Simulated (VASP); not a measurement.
# W (P6_3/mmc) in VASP: further runs, part 2 of 2

VASP 6.6.1. Earlier steps stand in the parts before.

### 3 Relaxation of cell and atoms, PBE, target pressure 97 GPa, at which the enthalpy is minimised

This run uses another cell than the first one, of the same volume but with other edges.

INCAR reads:

```
SYSTEM = W
PREC     = Accurate       ! precision mode
ENCUT    = 600            ! plane-wave cutoff, eV
EDIFF    = 1E-6           ! SCF threshold, eV
ISMEAR   = -1             ! smearing method
SIGMA    = 0.08           ! smearing width, eV
LREAL    = .FALSE.        ! projectors in reciprocal space
LASPH    = .TRUE.         ! aspherical terms in the spheres
NELM     = 80             ! most SCF steps
ALGO     = Normal         ! electronic algorithm
ISIF     = 3              ! what is computed and relaxed
LWAVE    = .FALSE.        ! write WAVECAR
LCHARG   = .FALSE.        ! write CHGCAR
GGA      = PE             ! functional
IBRION   = 2              ! ionic algorithm
NSW      = 60             ! ionic steps
EDIFFG   = -0.005         ! ionic threshold
PSTRESS  = 970.0
```

KPOINTS reads:

```
regular mesh
0
G
  17 17 9
  0 0 0
```

POSCAR reads:

```
W
1.0
    2.6576786730      0.0000000000      0.0000000000
   -1.3288393365      2.3016172459      0.0000000000
    0.0000000000      0.0000000000      4.3054394503
W
2
Direct
    0.3333333333      0.6666666667      0.2500000000
    0.6666666667      0.3333333333      0.7500000000
```

Potentials or basis: VASP PAW PBE potentials, release 64 (W_sv).

On the command line:

```sh
$ cat potpaw_PBE.64/W_sv/POTCAR > POTCAR
$ mpirun -np 1 vasp_std > vasp.out
```

OUTCAR:

```text
SYSTEM = W
   PREC = Accurate
   ENCUT = 600
   EDIFF = 1E-6
   ISMEAR = -1
   LREAL = .FALSE.
   LASPH = .TRUE.
   NELM = 80
   ISIF = 3
   GGA = PE
   IBRION = 2
   NSW = 60
   EDIFFG = -0.005
   PSTRESS = 970.0

 ion  position               nearest neighbor table
   1  0.333  0.667  0.250-   2 2.64   2 2.64   2 2.64   2 2.64   2 2.64   2 2.64
   2  0.667  0.333  0.750-   1 2.64   1 2.64   1 2.64   1 2.64   1 2.64   1 2.64

  LATTYP: Found a hexagonal cell.
 ALAT       =     2.6576786730
 C/A-ratio  =     1.6200000000

  Lattice vectors:

 A1 = (   2.6576786730,   0.0000000000,   0.0000000000)
 A2 = (  -1.3288393365,   2.3016172459,   0.0000000000)
 A3 = (   0.0000000000,   0.0000000000,   4.3054394503)

Analysis of symmetry for initial positions (statically):
=====================================================================
 Subroutine PRICEL returns:
 Original cell was already a primitive cell.

 Routine SETGRP: Setting up the symmetry group for a
 hexagonal supercell.

 Subroutine GETGRP returns: Found 24 space group operations
 (whereof 12 operations were pure point group operations)
 out of a pool of 24 trial point group operations.

The static configuration has the point symmetry D_3d.
 The point group associated with its full space group is D_6h.

Analysis of symmetry for dynamics (positions and initial velocities):
=====================================================================
 Subroutine PRICEL returns:
 Original cell was already a primitive cell.

 Routine SETGRP: Setting up the symmetry group for a
 hexagonal supercell.

 Subroutine GETGRP returns: Found 24 space group operations
 (whereof 12 operations were pure point group operations)
 out of a pool of 24 trial point group operations.

The dynamic configuration has the point symmetry D_3d.
 The point group associated with its full space group is D_6h.

 Subroutine INISYM returns: Found 24 space group operations
 (whereof 12 operations are pure point group operations),
 and found     1 'primitive' translations

----------------------------------------------------------------------------------------

                                     Primitive cell

  volume of cell :      26.3362

  direct lattice vectors                    reciprocal lattice vectors
     2.657678673  0.000000000  0.000000000     0.376268211  0.217238553  0.000000000
    -1.328839336  2.301617246  0.000000000     0.000000000  0.434477106  0.000000000
     0.000000000  0.000000000  4.305439450     0.000000000  0.000000000  0.232264328

  length of vectors
     2.657678673  2.657678673  4.305439450     0.434477106  0.434477106  0.232264328

  position of ions in fractional coordinates (direct lattice)
     0.333333333  0.666666667  0.250000000
     0.666666667  0.333333333  0.750000000

  ion indices of the primitive-cell ions
   primitive index   ion index
                 1           1
                 2           2

----------------------------------------------------------------------------------------

 KPOINTS: regular mesh

Automatic generation of k-mesh.
 Grid dimensions read from file:
 generate k-points for:   17   17    9

 Generating k-lattice:
[... 45 lines left out ...]
   number of dos      NEDOS =    301   number of ions     NIONS =      2
   total plane-waves  NPLWV =  20736
   dimension x,y,z NGX =    24 NGY =   24 NGZ =   36
   dimension x,y,z NGXF=    48 NGYF=   48 NGZF=   72
   ions per type =               2
   NGX,Y,Z   is equivalent  to a cutoff of  15.01, 15.01, 13.90 a.u.
   NGXF,Y,Z  is equivalent  to a cutoff of  30.03, 30.03, 27.80 a.u.
 SYSTEM =  W
   PREC   = accura    normal or accurate (medium, high low for compatibility)
   ISTART =      0    job   : 0-new  1-cont  2-samecut
   ICHARG =      2    charge: 1-file 2-atom 10-const
   ISPIN  =      1    spin polarized calculation?
   LNONCOLLINEAR =      F non collinear calculations
   LSORBIT =      F    spin-orbit coupling
   LASPH  =      T    aspherical Exc in radial PAW
   ENCUT  =  600.0 eV  44.10 Ry    6.64 a.u.   5.31  5.31  8.60*2*pi/ulx,y,z
   NELM   =     80;   NELMIN=  2; NELMDL= -5     # of ELM steps
   EDIFF  = 0.1E-05   stopping-criterion for ELM
   LREAL  =      F    real-space projection
   EDIFFG = -.5E-02   stopping-criterion for IOM
   NSW    =     60    number of steps for IOM
   IBRION =      2    ionic relax: 0-MD 1-quasi-New 2-CG
   NFREE  =      1    steps in history (QN), initial steepest desc. (CG)
   ISIF   =      3    stress and relaxation
   ISYM   =      2    0-nonsym 1-usesym 2-fastsym
   POTIM  = 0.5000    time-step for ionic-motion
   TEBEG  =    0.0;   TEEND  =   0.0 temperature during run
   PSTRESS=  970.0 pullay stress
   NELECT =      28.0000    total number of electrons
   NUPDOWN=      -1.0000    fix difference up-down
   EMIN   =  10.00;   EMAX   =-10.00  energy-range for DOS
   EFERMI =   0.00;   METHOD = LEGACY
   ISMEAR =    -1;   SIGMA  =   0.08  broadening in eV -4-tet -1-fermi 0-gaus
   EFERMI_NEDOS =   21; number of points for ismear=-14 and -15
   IALGO  =     38    algorithm
   IMIX   =      4    mixing-type and parameters
     AMIX     =   0.40;   BMIX     =  1.00
     AMIX_MAG =   1.60;   BMIX_MAG =  1.00
  volume/ion in A,a.u.               =      13.17        88.86
  Fermi-wavevector in a.u.,A,eV,Ry     =   1.670872  3.157490 37.984921  2.791813
  Thomas-Fermi vector in A             =   2.756294
   LORBIT       =      0    0 simple, 1 ext, 2 COOP (PROOUT), +10 PAW based schemes
   GGA     = PE    functional components
   LHFCALC =     F    Hartree Fock is set to
   AEXX    =    0.0000 exact exchange contribution
   IVDW    =     0    specifies the selected vdW correction
   LEPSILON=     F    determine dielectric tensor
   LRPA    =     F    only Hartree local field effects (RPA)
 conjugate gradient relaxation of ions
 non-spin polarized calculation
  energy-cutoff  :      600.00
  volume of cell :       26.34
 maximum number of plane-waves:       899
 NGX is ok and might be reduce to    24

--------------------------------------- Ionic step        1  -------------------------------------------

 number of electron      27.9999996 magnetization

 Free energy of the ion-electron system (eV)
  ---------------------------------------------------
  ext. energy  EPLUGINS =         0.00000000
  ---------------------------------------------------
  free energy    TOTEN  =       -23.12781380 eV

  energy without entropy =      -23.08135727  energy(sigma->0) =      -23.10458554

------------------------ aborting loop because EDIFF is reached ----------------------------------------

  FORCE on cell =-STRESS in cart. coord.  units (eV):
  Direction    XX          YY          ZZ          XY          YZ          ZX
  --------------------------------------------------------------------------------------
  -------------------------------------------------------------------------------------
  Total       15.4878810     15.4878810     16.9489767      0.0000000     -0.0000000     -0.0000000
  in kB      942.2139383    942.2139383   1031.1005195      0.0000000     -0.0000000     -0.0000000
  external PRESSURE =       1.8427987 kB  Pullay stress =     970.0000000 kB
[... 97 lines left out ...]
  energy  without entropy=      -22.9794935073  energy(sigma->0) =      -22.99550657

  enthalpy is  TOTEN    =        -7.0293121696 eV   P V=       15.9822074541

[... ionic steps 4 to 24 ...]

--------------------------------------- Ionic step       25  -------------------------------------------

 number of electron      28.0000001 magnetization

------------------------ aborting loop because EDIFF is reached ----------------------------------------
[... 71 lines left out ...]
--------------------------------------- Ionic step       27  -------------------------------------------

 number of electron      28.0000001 magnetization

 Free energy of the ion-electron system (eV)
  ---------------------------------------------------
  ext. energy  EPLUGINS =         0.00000000
  ---------------------------------------------------
  free energy    TOTEN  =       -23.26742619 eV

  energy without entropy =      -23.22839251  energy(sigma->0) =      -23.24790935

 E-fermi :  13.8189     XC(G=0): -14.6719

 val. band max:       13.8157570300   @ k =   0.4118   0.1176   0.0000
 cond. band min:      13.8193015192   @ k =   0.4706   0.0588   0.1111
 fundamental gap:      0.0035444892
 Fermi energy:        13.8188617874

 k-point     1 :       0.0000    0.0000    0.0000
  band No.  band energies     occupation
      1     -59.6662      2.00000
      2     -59.4472      2.00000
      3     -25.0740      2.00000
      4     -23.0290      2.00000
      5     -23.0037      2.00000
      6     -23.0037      2.00000
[... 481 lines left out ...]
      5     -24.2198      2.00000
      6     -23.4518      2.00000
[... 10 lines left out ...]
     17      17.6895      0.00000
     18      18.9451      0.00000

 [... further k-points ...]
[... 5 lines left out ...]
  --------------------------------------------------------------------------------------
  -------------------------------------------------------------------------------------
  Total       16.0376771     16.0376771     16.0236343     -0.0000000      0.0000000      0.0000000
  in kB      970.2639451    970.2639450    969.4143681     -0.0000000      0.0000000      0.0000000
  external PRESSURE =      -0.0192473 kB  Pullay stress =     970.0000000 kB
[... 21 lines left out ...]
  energy  without entropy=      -23.2283925144  energy(sigma->0) =      -23.24790935

  enthalpy is  TOTEN    =        -7.2341118477 eV   P V=       16.0333143402

 reached required accuracy - stopping structural energy minimisation
```

Run time: 12 min. Hardware: 1 thread of Intel Xeon 6975P-C (Granite Rapids), shared host; peak memory 0.23 GiB.

Results:

- Free energy: -23.2674 eV
- Relaxed volume: 13.24 Å³/atom
- Relaxed cell: a = 2.608 Å, b = 2.608 Å, c = 4.496 Å, α = 90.00°, β = 90.00°, γ = 120.00°
- Space group after relaxing (to 0.1 Å): P6_3/mmc (No. 194)
- Energy change on relaxing (the run minimises the enthalpy): -69.8 meV/atom
- Ionic steps: 27
- Pressure after relaxing: 97.0 GPa
- Band gap on the k mesh: zero (bands 14 and 15 overlap by 2.26 eV)

Stress tensor (GPa, compression positive):
```
97.03  0.00  0.00
 0.00 97.03  0.00
 0.00  0.00 96.94
```

The path:
```tsv
step	energy change (eV)	largest force (eV/Å)	pressure (GPa)	volume (Å³)
1	0.0000	0.0000	97.18	26.34
2	-0.0649	0.0000	97.93	26.38
3	0.1163	0.0000	104.85	26.40
4	-0.0834	0.0000	98.42	26.40
5	-0.0929	0.0000	99.13	26.41
6	-0.0917	0.0000	98.83	26.40
7	-0.0921	0.0000	98.88	26.41
8	-0.4903	0.0000	83.08	27.11
9	-0.1393	0.0000	97.07	26.48
10	-0.1383	0.0000	97.03	26.48
11	-0.1153	0.0000	97.99	26.44
12	-0.1368	0.0000	97.45	26.48
13	-0.1560	0.0000	96.27	26.51
14	-0.1427	0.0000	96.89	26.49
15	-0.1430	0.0000	96.89	26.49
16	-0.1495	0.0000	96.58	26.50
17	-0.1436	0.0000	96.84	26.49
18	-0.1433	0.0000	96.84	26.49
19	-0.1431	0.0000	96.86	26.49
20	-0.1205	0.0000	97.76	26.45
21	-0.1395	0.0000	97.27	26.48
22	-0.1418	0.0000	96.95	26.49
23	-0.1413	0.0000	96.91	26.49
24	-0.1404	0.0000	96.90	26.48
25	-0.1399	0.0000	96.95	26.48
26	-0.1397	0.0000	96.98	26.48
27	-0.1396	0.0000	97.00	26.48
```

Final structure:
```
W
1.0
     2.60808    0.00000    0.00000
    -1.30404    2.25867    0.00000
     0.00000    0.00000    4.49561
W
2
Direct
  0.33333 0.66667 0.25000
  0.66667 0.33333 0.75000
```

Levels at points of the mesh, in eV from the Fermi level:
```csv
k point,band 12,band 13,band 14,band 15,band 16,band 17
"(0.00, 0.00, 0.00)",-0.85,-0.85,0.05,0.05,0.81,2.11
```

Caveat: the cell is relaxed towards a set pressure, so the run minimises the enthalpy, not the energy; spin-orbit coupling is left out, which moves the levels of the heavy elements.
